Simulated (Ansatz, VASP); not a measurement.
# B: VASP beside Ansatz

INCAR

```
SYSTEM = B
PREC = Accurate ; ENCUT = 520
EDIFF = 1E-6 ; ISMEAR = 0
SIGMA = 0.15 ; LREAL = .False.
LASPH = .True. ; NELM = 60
ALGO = Normal ; ISIF = 2
LWAVE = .False. ; LCHARG = .False.
GGA = PS ; NBANDS = 8
```

Contents of KPOINTS:

```
Automatic mesh
0
Gamma
  33 33 14
  0 0 0
```

Contents of POSCAR:

```
B
1.0
    1.7024335758      0.0000000000      0.0000000000
   -0.8512167879      1.4743507249      0.0000000000
    0.0000000000      0.0000000000      3.6899541928
B
1
Direct
    0.0000000000      0.0000000000      0.0000000000
```

Input for Ansatz:

```yaml
crystal:
  lattice:
    - [1.7024335758, 0.0, 0.0]
    - [-0.8512167879, 1.4743507249, 0.0]
    - [0.0, 0.0, 3.6899541928]
  atoms:
    - { symbol: B, position: [0.0, 0.0, 0.0] }
basis:
  ecutwfc: 420
kpoints:
  mp_grid: { grid: [33, 33, 14] }
hamiltonian:
  xc: pbesol
scf:
  occupations: { method: gaussian, width: 0.15 }
output:
  forces: true
  stress: true
  eigenvalues: true
```

Change from the starting cell: strain +0.0150 x Voigt [0, 0, 1, 0, 0, 0], atoms carried along.

Alike in both runs: task single point; functional PBEsol; k mesh 33 × 33 × 14; occupations gaussian, width 0.15 eV; no spin polarisation.

|  | VASP | Ansatz |
| --- | --- | --- |
| version | VASP 6.6.1 | Ansatz 0.2.0 |
| potentials or method | VASP PAW PBE potentials, release 64 (B), cutoff 520 eV | scalar-relativistic, plane waves, PAW |
| valence electrons in the cell | 3 | 3 |

Ansatz gave:

* gap on the k mesh at the Fermi level (eV): none
* pressure (GPa): 1.4
* traceless stress, the component that is largest in VASP (GPa): -2.25

**Question.** What did VASP give for the same quantities?

**Answer.** gap on the k mesh at the Fermi level (eV): none; pressure (GPa): 1.6; traceless stress, the component that is largest in VASP (GPa): -2.53.

VASP's potentials were made for PBE, not for PBEsol. A gap of «none» marks a metal or a gap that the smearing closes.
